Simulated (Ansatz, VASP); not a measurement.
## One calculation of TiSn2Te3, two programs

Contents of INCAR:

```
  PREC = Accurate
  ENCUT = 520
  EDIFF = 1E-7
  ISMEAR = 0
  SIGMA = 0.1
  LREAL = False
  LASPH = True
  NELM = 150
  ALGO = Normal
  ISIF = 2
  LWAVE = False
  LCHARG = True
  ISPIN = 2
  MAGMOM = 1 0 0 0 0 0
  LORBIT = 11
  LMAXMIX = 4
  GGA = PE
  LELF = True
  LVHAR = True
  NBANDS = 42
```

The input KPOINTS:

```
Automatic mesh
0
Gamma
  6 6 4
```

Contents of POSCAR:

```
TiSn2Te3
1.0
    5.5930823428      0.0000000000      0.0000000000
   -2.7965411714      4.8437513944      0.0000000000
    0.0000000000      0.0000000000      6.0866184626
Ti Sn Te
1 2 3
Direct
    0.0000000000      0.0000000000      0.0000000000
    0.3333333333      0.6666666667      0.0000000000
    0.6666666667      0.3333333333      0.0000000000
    0.3333333333      0.6666666667      0.5000000000
    0.6666666667      0.3333333333      0.5000000000
    0.0000000000      0.0000000000      0.5000000000
```

Input for Ansatz:

```yaml
crystal:
  lattice:
    - [5.5930823428, 0.0, 0.0]
    - [-2.7965411714, 4.8437513944, 0.0]
    - [0.0, 0.0, 6.0866184626]
  atoms:
    - { symbol: Ti, position: [0.0, 0.0, 0.0], spin: 1.0 }
    - { symbol: Sn, position: [0.3333333333, 0.6666666667, 0.0] }
    - { symbol: Sn, position: [0.6666666667, 0.3333333333, 0.0] }
    - { symbol: Te, position: [0.3333333333, 0.6666666667, 0.5] }
    - { symbol: Te, position: [0.6666666667, 0.3333333333, 0.5] }
    - { symbol: Te, position: [0.0, 0.0, 0.5] }
basis:
  ecutwfc: 420
kpoints:
  mp_grid: { grid: [6, 6, 4] }
hamiltonian:
  xc: pbe
scf:
  occupations: { method: gaussian, width: 0.1 }
  lower_state_search: "off"
output:
  forces: true
  stress: true
  eigenvalues: true
  populations: true
magnetization:
  spin_polarized: true
```

Alike in both runs: task single point; functional PBE; k mesh 6 × 6 × 4; occupations gaussian, width 0.1 eV; collinear spin.

|  | VASP | Ansatz |
| --- | --- | --- |
| version | VASP 6.6.1 | Ansatz 0.2.0 |
| potentials or method | VASP PAW PBE potentials, release 64 (Ti_sv, Sn_d, Te), cutoff 520 eV | scalar-relativistic, plane waves, PAW |
| valence electrons in the cell | 58 | 88 |

```csv
,VASP,Ansatz,Ansatz less VASP
gap on the k mesh at the Fermi level (eV),none,none,-
pressure (GPa),0.5,0.5,+0.03
"traceless stress, the component that is largest in VASP (GPa)",0.08,0.04,-0.036
net moment per atom (μB),0.33,0.33,-0.001
size of the moment on the site where the two differ most (μB),1.43,1.53,+0.102
```

Site moments also hang on the region over which each program counts them. A gap of «none» marks a metal or a gap that the smearing closes. VASP's potentials hold 58 valence electrons a cell and Ansatz's 88, so a difference there can come from the potentials and not from the codes.

Spin-orbit coupling is off throughout.
